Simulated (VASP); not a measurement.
**BaTe: single point with PBEsol**

The system is BaTe.

```xyz
2
Lattice="3.2468 3.2468 0.0000 -3.2468 3.2468 0.0000 0.0000 3.2468 3.2468" Properties=species:S:1:pos:R:3 pbc="T T T"
Ba    0.0000    0.0000    0.0000
Te    0.0000    3.2468    0.0000
```

```json
{
 "Program": "VASP 6.6.1",
 "Task": "single point",
 "Functional": "PBEsol",
 "Potentials or basis": "VASP PAW PBE potentials, release 64 (Ba_sv, Te)",
 "Cutoff": "520 eV",
 "k mesh": "6 × 6 × 6",
 "Occupations": "gaussian, width 0.01 eV",
 "Spin": "no spin polarisation",
 "Dipole correction": "no",
 "Further INCAR settings": "ALGO = Normal; EDIFF = 1e-07; NBANDS = 15"
}
```

* Pressure: 10.8 GPa
* Band gap on the k mesh: 0.77 eV, indirect (least direct gap 1.11 eV)

Levels at points of the mesh, in eV from the valence-band top:
```tsv
k point	band 6	band 7	band 8	band 9	band 10	band 11
(0.00, 0.00, 0.00)	0.00	0.00	0.00	2.59	2.59	2.59
(0.50, 0.00, 0.00)	-3.00	-1.71	-1.71	4.34	5.20	5.24
(0.50, 0.50, 0.00)	-1.11	-0.34	-0.34	0.77	4.72	5.60
```

It took 18 s on 1 thread of Intel(R) Xeon(R) Platinum 8375C CPU @ 2.90GHz (Ice Lake), with other jobs on the host, peak memory 0.21 GiB.

Caveat: the PAW data sets were made with another functional, which shifts forces and pressure a little; spin-orbit coupling is left out, which moves the levels of the heavy elements. A k mesh can miss the band edges.
